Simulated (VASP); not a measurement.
Wanted: the native input for a VASP 6.6.1 run.

```
Task                    : density of states
Functional              : PBE
Potentials or basis     : VASP PAW PBE potentials, release 64 (Bi_d)
Cutoff                  : 520 eV
k mesh                  : 13 × 13 × 13
Occupations             : fermi-dirac, width 0.08 eV
Spin                    : no spin polarisation
Dipole correction       : no
k mesh for the DOS      : 20 × 20 × 20
Occupations for the DOS : tetrahedron
Further INCAR settings  : ALGO = Normal; EDIFF = 1e-07; NBANDS = 14
```

The system is Bi.

```
CELL_PARAMETERS angstrom
2.73086 0.00000 0.00000
0.00000 2.73086 0.00000
0.00000 0.00000 2.73086
ATOMIC_POSITIONS crystal
Bi 0.00000 0.00000 0.00000
```

This cell differs from its parent crystal: volume scaled by 0.58.

The input as run:

POSCAR

```
Bi
1.0
    2.7308571799      0.0000000000      0.0000000000
    0.0000000000      2.7308571799      0.0000000000
    0.0000000000      0.0000000000      2.7308571799
Bi
1
Direct
    0.0000000000      0.0000000000      0.0000000000
```

INCAR.step1

```
SYSTEM = Bi
  PREC = Accurate
  ENCUT = 520
  EDIFF = 1E-7
  ISMEAR = -1
  SIGMA = 0.08
  LREAL = .FALSE.
  LASPH = .TRUE.
  NELM = 100
  ALGO = Normal
  ISIF = 2
  LWAVE = .FALSE.
  LCHARG = .TRUE.
  GGA = PE
  NBANDS = 14
```

KPOINTS.step1

```
Automatic mesh
0
G
  13 13 13
  0 0 0
```

INCAR.step2

```
SYSTEM = Bi
  PREC = Accurate
  ENCUT = 520
  EDIFF = 1E-7
  ISMEAR = -5
  SIGMA = 0.08
  LREAL = .FALSE.
  LASPH = .TRUE.
  NELM = 100
  ALGO = Normal
  ISIF = 2
  LWAVE = .FALSE.
  LCHARG = .FALSE.
  GGA = PE
  LORBIT = 11
  NBANDS = 14
  NEDOS = 1001
  ICHARG = 11
```

KPOINTS.step2

```
Automatic mesh
0
G
  20 20 20
  0 0 0
```

Potentials or basis: VASP PAW PBE potentials, release 64 (Bi_d).

The run is started by

```sh
$ cat potpaw_PBE.64/Bi_d/POTCAR > POTCAR
$ cp INCAR.step1 INCAR
$ cp KPOINTS.step1 KPOINTS
$ mpirun -np 1 vasp_std > vasp.out
$ cp INCAR.step2 INCAR
$ cp KPOINTS.step2 KPOINTS
$ mpirun -np 1 vasp_std > vasp.out
```

It gave:

```json
{"Valence electrons inside the program's atomic spheres": "Bi 13.38"}
```

Caveat: spin-orbit coupling is left out, which moves the levels of the heavy elements.

Run time: 36 s on 1 thread of Intel(R) Xeon(R) Platinum 8375C CPU @ 2.90GHz (Ice Lake) (shared host), peak memory 0.18 GiB.
